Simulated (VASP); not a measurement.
Here is a VASP 6.6.1 calculation.

The input INCAR:

```
ALGO = Normal
EDIFF = 1E-6
ENCUT = 520
GGA = PE
ISIF = 2
ISMEAR = 0
LASPH = T
LCHARG = T
LELF = T
LREAL = F
LVHAR = T
LWAVE = F
NBANDS = 38
NELM = 80
PREC = Accurate
SIGMA = 0.2
```

The input KPOINTS:

```
k-points
0
Gamma
  4 4 4
```

Contents of POSCAR:

```
Sr3Cl4
1.0
    5.9498052785      0.0741886083      0.0294296000
    0.0742971119      5.9506527097     -0.0204586341
    0.0292378167     -0.0201818377      5.9530961453
Sr Cl
3 4
Direct
    0.5012076989      0.0000064807     -0.0010328750
   -0.0016687833      0.4989167153     -0.0003686711
    1.0005291187      0.0003227427      0.4995514143
   -0.0006674548      0.5002516839      0.4993983878
    0.5010097528      0.0017403406      0.4995565323
    0.4987572387      0.4998713190      0.0030249096
    0.0008324289     -0.0011092824      0.9998703022
```

Potentials or basis: VASP PAW PBE potentials, release 64 (Sr_sv, Cl).

Launch:

```sh
$ cat potpaw_PBE.64/Sr_sv/POTCAR potpaw_PBE.64/Cl/POTCAR > POTCAR
$ mpirun -np 1 vasp_std > vasp.out
```

Problem. What does it give for the largest force?

Solution. 0.026 eV/Å.

Problem. What does it give for the band gap on the k mesh?

Solution. Zero (bands 29 and 30 overlap by 2.38 eV).

Problem. What does it give for the pressure?

Solution. 0.1 GPa.

Stress tensor (GPa, compression positive):
```
 0.17 -0.06 -0.02
-0.06  0.16  0.02
-0.02  0.02  0.12
```
